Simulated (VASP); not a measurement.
# Hf in VASP: single point with PBE

Aim: the single point of Hf with PBE.

Program: VASP 6.6.1. These are calculated values, not measurements. Logs are shortened: lines on timing, memory, paths and dates and some standing lists are left out, and cuts for length are marked.

## (1) The cell of the first run

The cell holds a slab with vacuum, 4 atoms: a = 3.203 Å, b = 3.203 Å, c = 23.609 Å, α = 90.00°, β = 90.00°, γ = 120.00°.

## (2) Single point, PBE

POSCAR reads:

```
Hf
1.0
    3.2032284304      0.0000000000      0.0000000000
   -1.6016142152      2.7740771949      0.0000000000
    0.0000000000      0.0000000000     23.6094000000
Hf
4
Direct
    0.8333333330      0.1666666670      0.3388471831
    0.1666666670      0.8333333330      0.4462823946
    0.8333333330      0.1666666670      0.5537176054
    0.1666666670      0.8333333330      0.6611528169
```

INCAR.step1 reads:

```
SYSTEM = Hf
ALGO     = Normal         ! electronic algorithm
DIPOL    = 0.5 0.5 0.500
EDIFF    = 1E-6           ! SCF threshold, eV
ENCUT    = 520            ! plane-wave cutoff, eV
GGA      = PE             ! functional
IDIPOL   = 3            
ISIF     = 2              ! what is computed and relaxed
ISMEAR   = -1             ! smearing method
LASPH    = .TRUE.         ! aspherical terms in the spheres
LCHARG   = .TRUE.         ! write CHGCAR
LDIPOL   = .TRUE.       
LMAXMIX  = 4              ! l up to which the mixer works
LREAL    = .FALSE.        ! projectors in reciprocal space
LWAVE    = .FALSE.        ! write WAVECAR
NBANDS   = 28             ! bands
NELM     = 60             ! most SCF steps
PREC     = Accurate       ! precision mode
SIGMA    = 0.1            ! smearing width, eV
```

KPOINTS.step1 reads:

```
k-points
0
G
  12 12 1
  0 0 0
```

INCAR.step2 reads:

```
SYSTEM = Hf
ALGO     = Normal         ! electronic algorithm
DIPOL    = 0.5 0.5 0.500
EDIFF    = 1E-6           ! SCF threshold, eV
ENCUT    = 520            ! plane-wave cutoff, eV
GGA      = PE             ! functional
ICHARG   = 11             ! starting density
IDIPOL   = 3            
ISIF     = 2              ! what is computed and relaxed
ISMEAR   = -5             ! smearing method
LASPH    = .TRUE.         ! aspherical terms in the spheres
LCHARG   = .FALSE.        ! write CHGCAR
LDIPOL   = .TRUE.       
LMAXMIX  = 4              ! l up to which the mixer works
LORBIT   = 10             ! projections on sites
LREAL    = .FALSE.        ! projectors in reciprocal space
LWAVE    = .FALSE.        ! write WAVECAR
NEDOS    = 1001           ! points of the DOS
NELM     = 60             ! most SCF steps
PREC     = Accurate       ! precision mode
SIGMA    = 0.1            ! smearing width, eV
```

KPOINTS.step2 reads:

```
k-points
0
G
  18 18 1
  0 0 0
```

Potentials or basis: VASP PAW PBE potentials, release 64 (Hf_pv).

Started as:

```sh
cat potpaw_PBE.64/Hf_pv/POTCAR > POTCAR
cp INCAR.step1 INCAR
cp KPOINTS.step1 KPOINTS
mpirun -np 1 vasp_std > vasp.out
cp INCAR.step2 INCAR
cp KPOINTS.step2 KPOINTS
mpirun -np 1 vasp_std > vasp.out
```

OUTCAR:

```text
SYSTEM = Hf
   EDIFF = 1E-6
   ENCUT = 520
   GGA = PE
   ICHARG = 11
   ISIF = 2
   ISMEAR = -5
   LASPH = .TRUE.
   LORBIT = 10
   LREAL = .FALSE.
   NELM = 60
   PREC = Accurate

 ion  position               nearest neighbor table
   1  0.833  0.167  0.339-   2 3.14   2 3.14   2 3.14
   2  0.167  0.833  0.446-   3 3.14   3 3.14   3 3.14   1 3.14   1 3.14   1 3.14
   3  0.833  0.167  0.554-   2 3.14   2 3.14   2 3.14   4 3.14   4 3.14   4 3.14
   4  0.167  0.833  0.661-   3 3.14   3 3.14   3 3.14

  LATTYP: Found a hexagonal cell.
 ALAT       =     3.2032284304
 C/A-ratio  =     7.3705015153

  Lattice vectors:

 A1 = (   3.2032284304,   0.0000000000,   0.0000000000)
 A2 = (  -1.6016142152,   2.7740771949,   0.0000000000)
 A3 = (   0.0000000000,   0.0000000000,  23.6094000000)

Analysis of symmetry for initial positions (statically):
=====================================================================
 Subroutine PRICEL returns:
 Original cell was already a primitive cell.

 Routine SETGRP: Setting up the symmetry group for a
 hexagonal supercell.

 Subroutine GETGRP returns: Found 12 space group operations
 (whereof  4 operations were pure point group operations)
 out of a pool of 24 trial point group operations.

The static configuration has the point symmetry C_2h.
 The point group associated with its full space group is D_3d.

Analysis of symmetry for dynamics (positions and initial velocities):
=====================================================================
 Subroutine PRICEL returns:
 Original cell was already a primitive cell.

 Routine SETGRP: Setting up the symmetry group for a
 hexagonal supercell.

 Subroutine GETGRP returns: Found 12 space group operations
 (whereof  4 operations were pure point group operations)
 out of a pool of 24 trial point group operations.

The dynamic configuration has the point symmetry C_2h.
 The point group associated with its full space group is D_3d.

 Subroutine INISYM returns: Found 12 space group operations
 (whereof  4 operations are pure point group operations),
 and found     1 'primitive' translations

----------------------------------------------------------------------------------------

                                     Primitive cell

  volume of cell :     209.7932

  direct lattice vectors                    reciprocal lattice vectors
[... 106 lines left out ...]
   EMIN   =  10.00;   EMAX   =-10.00  energy-range for DOS
   EFERMI =   0.00;   METHOD = LEGACY
   ISMEAR =    -5;   SIGMA  =   0.10  broadening in eV -4-tet -1-fermi 0-gaus
   EFERMI_NEDOS =   21; number of points for ismear=-14 and -15
   IALGO  =     38    algorithm
   IMIX   =      4    mixing-type and parameters
     AMIX     =   0.40;   BMIX     =  1.00
     AMIX_MAG =   1.60;   BMIX_MAG =  1.00
  volume/ion in A,a.u.               =      52.45       353.94
  Fermi-wavevector in a.u.,A,eV,Ry     =   0.942246  1.780587 12.079630  0.887828
  Thomas-Fermi vector in A             =   2.069837
   LORBIT       =     10    0 simple, 1 ext, 2 COOP (PROOUT), +10 PAW based schemes
   GGA     = PE    functional components
   LHFCALC =     F    Hartree Fock is set to
   AEXX    =    0.0000 exact exchange contribution
   IVDW    =     0    specifies the selected vdW correction
   LEPSILON=     F    determine dielectric tensor
   LRPA    =     F    only Hartree local field effects (RPA)
 non-spin polarized calculation
 Fermi weights with tetrahedron method with Bloechl corrections
  energy-cutoff  :      520.00
  volume of cell :      209.79
 maximum number of plane-waves:      5706
 NGX is ok and might be reduce to    24

 number of electron      40.0000008 magnetization

 dipolmoment           0.000000      0.000000     -0.000000 electrons x Angstroem

 Free energy of the ion-electron system (eV)
  ---------------------------------------------------
  ext. energy  EPLUGINS =         0.00000000
  ---------------------------------------------------
  free energy    TOTEN  =       -37.63498696 eV

  energy without entropy =      -37.63498696  energy(sigma->0) =      -37.63498696

 E-fermi :  -0.2899     XC(G=0):  -5.7198

 val. band max:       -0.2829686262   @ k =   0.3333   0.0556   0.0000
 cond. band min:      -0.2862419634   @ k =   0.2778  -0.0000   0.0000
 fundamental gap:     -0.0032733372
 Fermi energy:        -0.2898699845

 k-point     1 :       0.0000    0.0000    0.0000
  band No.  band energies     occupation
      1     -31.3911      2.00000
      2     -31.3436      2.00000
      3     -30.8938      2.00000
      4     -30.8585      2.00000
      5     -30.8585      2.00000
      6     -30.8582      2.00000
[... 637 lines left out ...]
     23       0.6121      0.00000
     24       0.9049      0.00000

 [... further k-points ...]

------------------------ aborting loop because EDIFF is reached ----------------------------------------

 vacuum level on the upper side and lower side of the slab       (xc-potential included)        -0.115        -0.115

  FORCE on cell =-STRESS in cart. coord.  units (eV):
  Direction    XX          YY          ZZ          XY          YZ          ZX
  --------------------------------------------------------------------------------------
  -------------------------------------------------------------------------------------
  Total       -2.5546590     -2.5546590     -2.8685605      0.0000000     -0.0000000     -0.0000000
  in kB      -19.5097687    -19.5097687    -21.9070145      0.0000000     -0.0000000     -0.0000000
  external PRESSURE =     -20.3088507 kB  Pullay stress =       0.0000000 kB

 VOLUME and BASIS-vectors are now :
 -----------------------------------------------------------------------------
  energy-cutoff  :      520.00
  volume of cell :      209.79
      direct lattice vectors                 reciprocal lattice vectors
     3.203228430  0.000000000  0.000000000     0.312185041  0.180240118  0.000000000
    -1.601614215  2.774077195  0.000000000     0.000000000  0.360480235  0.000000000
     0.000000000  0.000000000 23.609400000     0.000000000  0.000000000  0.042356011

 POSITION                                       TOTAL-FORCE (eV/Angst)
 -----------------------------------------------------------------------------------
      2.40242      0.46235      7.99998         0.000000      0.000000      0.690819
     -0.80081      2.31173     10.53646        -0.000000      0.000000     -0.882820
      2.40242      0.46235     13.07294        -0.000000      0.000000      0.882820
     -0.80081      2.31173     15.60942         0.000000     -0.000000     -0.690819
 -----------------------------------------------------------------------------------
    total drift:                                0.000002     -0.000001      0.000000

  FREE ENERGIE OF THE ION-ELECTRON SYSTEM (eV)
  ---------------------------------------------------
  free  energy   TOTEN  =       -37.6349869633 eV

  energy  without entropy=      -37.6349869633  energy(sigma->0) =      -37.63498696

 vacuum level on the upper side and lower side of the slab         3.970         3.970

 total charge

# of ion       s       p       d       tot
------------------------------------------
    1        0.409   6.259   1.478   8.145
    2        0.391   6.391   1.534   8.315
    3        0.391   6.391   1.534   8.315
    4        0.409   6.259   1.478   8.145
--------------------------------------------------
tot          1.600  25.299   6.022  32.921
```

OUTCAR.step1:

```text
SYSTEM = Hf
   EDIFF = 1E-6
   ENCUT = 520
   GGA = PE
   ISIF = 2
   ISMEAR = -1
   LASPH = .TRUE.
   LREAL = .FALSE.
   NELM = 60
[... 817 lines left out ...]
      2.40242      0.46235     13.07294         0.000000      0.000000      0.820823
     -0.80081      2.31173     15.60942        -0.000000      0.000000     -0.613731
 -----------------------------------------------------------------------------------
    total drift:                                0.000002     -0.000001      0.000000

  FREE ENERGIE OF THE ION-ELECTRON SYSTEM (eV)
  ---------------------------------------------------
  free  energy   TOTEN  =       -37.7431686109 eV

  energy  without entropy=      -37.5331947921  energy(sigma->0) =      -37.63818170

 vacuum level on the upper side and lower side of the slab         3.971         3.971
```

OSZICAR.step1:

```text
N       E                     dE             d eps       ncg     rms          rms(c)
DAV:   1     0.131829800992E+03    0.13183E+03   -0.22463E+04  1432   0.120E+03
DAV:   2    -0.321333835850E+02   -0.16396E+03   -0.16029E+03  1340   0.269E+02
DAV:   3    -0.406007598599E+02   -0.84674E+01   -0.81941E+01  1308   0.434E+01
[... 22 lines left out ...]
DAV:  26    -0.377431582914E+02   -0.71051E-05   -0.62424E-07   792   0.236E-03    0.451E-03
DAV:  27    -0.377431635370E+02   -0.52456E-05   -0.57743E-07   752   0.223E-03    0.256E-03
DAV:  28    -0.377431672912E+02   -0.37542E-05   -0.20155E-07   752   0.113E-03    0.141E-03
DAV:  29    -0.377431683260E+02   -0.10348E-05   -0.38166E-08   700   0.516E-04    0.896E-04
DAV:  30    -0.377431686109E+02   -0.28491E-06   -0.17841E-08   652   0.315E-04
   1 F= -.37743169E+02 E0= -.37638182E+02  d E =-.209974E+00
```

Wall time 11 min (1 thread of Intel Xeon 8259CL, shared host); peak memory 0.36 GiB.

Results:

```yaml
Valence_electrons_inside_the_program's_atomic_spheres: Hf 8.14, 8.31 (each value once)
```

Caveat: spin-orbit coupling is left out, which moves the levels of the heavy elements; tetrahedron occupations give inexact forces and stress in metals.
